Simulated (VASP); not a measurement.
# SnSe (Fm-3m) in VASP: notebook, part 2 of 3

VASP 6.6.1. The steps go on from the part before.

## 3. Dielectric tensor, PBE

Contents of INCAR:

```
PREC = Accurate
ENCUT = 520
EDIFF = 1E-8
ISMEAR = 0
SIGMA = 0.01
LREAL = F
LASPH = T
NELM = 100
ALGO = Normal
ISIF = 2
LWAVE = F
LCHARG = F
GGA = PE
LEPSILON = T
```

Contents of KPOINTS:

```
regular mesh
0
Gamma
  8 8 8
```

Contents of POSCAR:

```
SnSe
1.0
    0.0000000000      3.0100000000      3.0100000000
    3.0100000000      0.0000000000      3.0100000000
    3.0100000000      3.0100000000      0.0000000000
Sn Se
1 1
Direct
    0.0000000000      0.0000000000      0.0000000000
    0.5000000000      0.5000000000      0.5000000000
```

Potentials or basis: VASP PAW PBE potentials, release 64 (Sn_d, Se).

The run is started by

```sh
$ cat potpaw_PBE.64/Sn_d/POTCAR potpaw_PBE.64/Se/POTCAR > POTCAR
$ mpirun -np 1 vasp_std > vasp.out
```

OUTCAR:

```text
PREC = Accurate
   ENCUT = 520
   EDIFF = 1E-8
   ISMEAR = 0
   LREAL = F
   LASPH = T
   NELM = 100
   ISIF = 2
   GGA = PE
   LEPSILON = T

 ion  position               nearest neighbor table
   1  0.000  0.000  0.000-   2 3.01   2 3.01   2 3.01   2 3.01   2 3.01   2 3.01
   2  0.500  0.500  0.500-   1 3.01   1 3.01   1 3.01   1 3.01   1 3.01   1 3.01

  LATTYP: Found a face centered cubic cell.
 ALAT       =     6.0200000000

  Lattice vectors:

 A1 = (   0.0000000000,   3.0100000000,   3.0100000000)
 A2 = (   3.0100000000,   0.0000000000,   3.0100000000)
 A3 = (   3.0100000000,   3.0100000000,   0.0000000000)

Analysis of symmetry for initial positions (statically):
=====================================================================
 Subroutine PRICEL returns:
 Original cell was already a primitive cell.

 Routine SETGRP: Setting up the symmetry group for a
 face centered cubic supercell.

 Subroutine GETGRP returns: Found 48 space group operations
[... 9 lines left out ...]

 Routine SETGRP: Setting up the symmetry group for a
 face centered cubic supercell.

 Subroutine GETGRP returns: Found 48 space group operations
[... 11 lines left out ...]
                                     Primitive cell

  volume of cell :      54.5418

  direct lattice vectors                    reciprocal lattice vectors
     0.000000000  3.010000000  3.010000000    -0.166112957  0.166112957  0.166112957
     3.010000000  0.000000000  3.010000000     0.166112957 -0.166112957  0.166112957
     3.010000000  3.010000000  0.000000000     0.166112957  0.166112957 -0.166112957

  length of vectors
     4.256782823  4.256782823  4.256782823     0.287716081  0.287716081  0.287716081

  position of ions in fractional coordinates (direct lattice)
     0.000000000  0.000000000  0.000000000
     0.500000000  0.500000000  0.500000000

  ion indices of the primitive-cell ions
   primitive index   ion index
                 1           1
                 2           2

----------------------------------------------------------------------------------------

 KPOINTS: regular mesh

Automatic generation of k-mesh.
 Grid dimensions read from file:
 generate k-points for:    8    8    8

 Generating k-lattice:

  Cartesian coordinates                     Fractional coordinates (reciprocal lattice)
    -0.020764120  0.020764120  0.020764120     0.125000000  0.000000000  0.000000000
     0.020764120 -0.020764120  0.020764120     0.000000000  0.125000000  0.000000000
     0.020764120  0.020764120 -0.020764120     0.000000000  0.000000000  0.125000000

  Length of vectors
     0.035964510  0.035964510  0.035964510

  Shift w.r.t. Gamma in fractional coordinates (k-lattice)
     0.000000000  0.000000000  0.000000000

 Subroutine IBZKPT returns following result:
 ===========================================

[... 490 lines left out ...]
      2     -16.0201      2.00000
      3     -16.0135      2.00000
      4     -16.0098      2.00000
      5     -16.0047      2.00000
      6      -7.2021      2.00000
      7      -2.0363      2.00000
      8       1.8657      2.00000
      9       2.4038      2.00000
     10       4.7996      2.00000
     11       6.6194      0.00000
     12       8.6964      0.00000
     13       9.5786      0.00000
     14      12.7867      0.00000

 [... further k-points ...]

  FORCE on cell =-STRESS in cart. coord.  units (eV):
  Direction    XX          YY          ZZ          XY          YZ          ZX
  --------------------------------------------------------------------------------------
  -------------------------------------------------------------------------------------
  Total        0.3156079      0.3156079      0.3156079     -0.0000000      0.0000000      0.0000000
  in kB        9.2710523      9.2710523      9.2710523     -0.0000000      0.0000000      0.0000000
  external PRESSURE =       9.2710523 kB  Pullay stress =       0.0000000 kB

 VOLUME and BASIS-vectors are now :
 -----------------------------------------------------------------------------
  energy-cutoff  :      520.00
  volume of cell :       54.54
      direct lattice vectors                 reciprocal lattice vectors
     0.000000000  3.010000000  3.010000000    -0.166112957  0.166112957  0.166112957
     3.010000000  0.000000000  3.010000000     0.166112957 -0.166112957  0.166112957
     3.010000000  3.010000000  0.000000000     0.166112957  0.166112957 -0.166112957

 POSITION                                       TOTAL-FORCE (eV/Angst)
 -----------------------------------------------------------------------------------
      0.00000      0.00000      0.00000         0.000000      0.000000     -0.000000
      3.01000      3.01000      3.01000        -0.000000     -0.000000      0.000000
 -----------------------------------------------------------------------------------
    total drift:                                0.000000     -0.000000     -0.000000

  FREE ENERGIE OF THE ION-ELECTRON SYSTEM (eV)
  ---------------------------------------------------
  free  energy   TOTEN  =        -8.2189457159 eV

  energy  without entropy=       -8.2189457159  energy(sigma->0) =       -8.21894572

 HEAD OF MICROSCOPIC STATIC DIELECTRIC TENSOR (INDEPENDENT PARTICLE, excluding Hartree and local field effects)
 ------------------------------------------------------
          29.051582     0.000000     0.000000
           0.000000    29.051582     0.000000
           0.000000     0.000000    29.051582
 ------------------------------------------------------

 Free energy of the ion-electron system (eV)
  ---------------------------------------------------
  ---------------------------------------------------
  free energy    TOTEN  =        -4.33084004 eV

  energy without entropy =       -4.33084004

------------------------ aborting loop because EDIFF is reached ----------------------------------------

--------------------------------------- Ionic step        2  -------------------------------------------

------------------------ aborting loop because EDIFF is reached ----------------------------------------

--------------------------------------- Ionic step        3  -------------------------------------------

 Free energy of the ion-electron system (eV)
  ---------------------------------------------------
  ---------------------------------------------------
  free energy    TOTEN  =        -4.33083749 eV

  energy without entropy =       -4.33083749

------------------------ aborting loop because EDIFF is reached ----------------------------------------

 PIEZOELECTRIC TENSOR FIELD DIRECTION 3  (e Angst)
 -----------------------------------------------------------------------------
     0.01209  0.00000 -0.00000           (  0.00000  0.00000 -0.00000)
     0.00000  0.01209  0.00000           (  0.00000  0.00000  0.00000)
    -0.00000 -0.00000 -0.01151           ( -0.00000  0.00000  0.00001)

 PIEZOELECTRIC TENSOR FIELD DIRECTION 3  (C/m^2)
 -----------------------------------------------------------------------------
     0.00355  0.00000 -0.00000
     0.00000  0.00355  0.00000
    -0.00000 -0.00000 -0.00338

 MACROSCOPIC STATIC DIELECTRIC TENSOR (including local field effects in DFT)
 ------------------------------------------------------
          28.164972     0.000000     0.000000
           0.000000    28.164972     0.000000
          -0.000000    -0.000000    28.164972
 ------------------------------------------------------

 PIEZOELECTRIC TENSOR (including local field effects)  for field in x, y, z        (e  Angst)
          XX          YY          ZZ          XY          YZ          ZX
  --------------------------------------------------------------------------------
  x     0.00000     0.00000     0.00000     0.00000     0.00000     0.00000
  y     0.00000     0.00000     0.00000     0.00000     0.00000     0.00000
  z     0.00000     0.00000     0.00000     0.00000     0.00000     0.00000

 PIEZOELECTRIC TENSOR (including local field effects)  for field in x, y, z        (C/m^2)
          XX          YY          ZZ          XY          YZ          ZX
  --------------------------------------------------------------------------------
  x     0.00000     0.00000     0.00000     0.00000     0.00000     0.00000
  y     0.00000     0.00000     0.00000     0.00000     0.00000     0.00000
  z     0.00000     0.00000     0.00000     0.00000     0.00000     0.00000

 BORN EFFECTIVE CHARGES (including local field effects) (in |e|, cummulative output)
 ---------------------------------------------------------------------------------
 ion    1
    1     5.80612     0.00000     0.00000
    2     0.00000     5.80612     0.00000
    3     0.00000     0.00000     5.80612
 ion    2
    1    -5.80612     0.00000     0.00000
    2     0.00000    -5.80612     0.00000
    3     0.00000     0.00000    -5.80612
```

stdout:

```text
POSCAR found type information on POSCAR SnSe
 POSCAR found :  2 types and       2 ions
 scaLAPACK will be used
 LDA part: xc-table for (Slater+PW92), standard interpolation
 POSCAR, INCAR and KPOINTS ok, starting setup
 FFT: planning ... GRIDC
 FFT: planning ... GRID_SOFT
 FFT: planning ... GRID
 WAVECAR not read
 entering main loop
 Linear response reoptimize wavefunctions to high precision
 Linear response G [H, r] |phi>, progress :
  Direction:   1
 Linear response G [H, r] |phi>, progress :
  Direction:   2
 Linear response G [H, r] |phi>, progress :
  Direction:   3
 Linear response to external field (no local field effect), progress :
  Direction:   1
 dielectric tensor                  component  1 :    23.819     5.831     2.027
 Linear response to external field (no local field effect), progress :
  Direction:   2
 dielectric tensor                  component  2 :     5.831    46.247    -6.027
 Linear response to external field (no local field effect), progress :
  Direction:   3
 dielectric tensor                  component  3 :     2.027    -6.027    17.089
 Linear response to external field, progress :
  Direction:   1
 dielectric tensor                  component  1 :    28.165     2.654     0.575
 Linear response to external field, progress :
  Direction:   2
 dielectric tensor                  component  2 :    -0.493    28.165     1.316
 Linear response to external field, progress :
  Direction:   3
 dielectric tensor                  component  3 :    -3.685     1.602    28.165
 Born effective charges drift removed
```

Wall time 3 min (1 thread of Intel Xeon Platinum 8488C (Sapphire Rapids), shared host); peak memory 0.28 GiB.

Results:

```
Band gap on the k mesh                  : 0.58 eV, direct
Electronic dielectric tensor (diagonal) : 28.16
Born charges (mean of the diagonal)     : Sn +5.81; Se -5.81 e
```

Levels at points of the mesh, in eV from the valence-band top:
| k point | band 8 | band 9 | band 10 | band 11 | band 12 | band 13 |
| --- | --- | --- | --- | --- | --- | --- |
| (0.00, 0.00, 0.00) | -2.19 | -2.19 | -2.19 | 4.32 | 4.32 | 4.32 |
| (0.50, 0.00, 0.00) | -1.94 | -1.94 | 0.00 | 0.58 | 1.25 | 1.25 |
| (0.50, 0.50, 0.00) | -5.46 | -3.63 | -3.63 | 3.03 | 5.35 | 5.35 |

Electronic dielectric tensor:
```
28.16  0.00  0.00
 0.00 28.16  0.00
 0.00  0.00 28.16
```

Born effective charge tensors (e):
atom 1, Sn
```
5.81 0.00 0.00
0.00 5.81 0.00
0.00 0.00 5.81
```
atom 2, Se
```
-5.81  0.00  0.00
 0.00 -5.81  0.00
 0.00  0.00 -5.81
```

Caveat: the gap is small at this level, which inflates the dielectric constant; spin-orbit coupling is left out, which moves the levels of the heavy elements. A k mesh can miss the band edges.

(Part 2 of 3 ends here.)
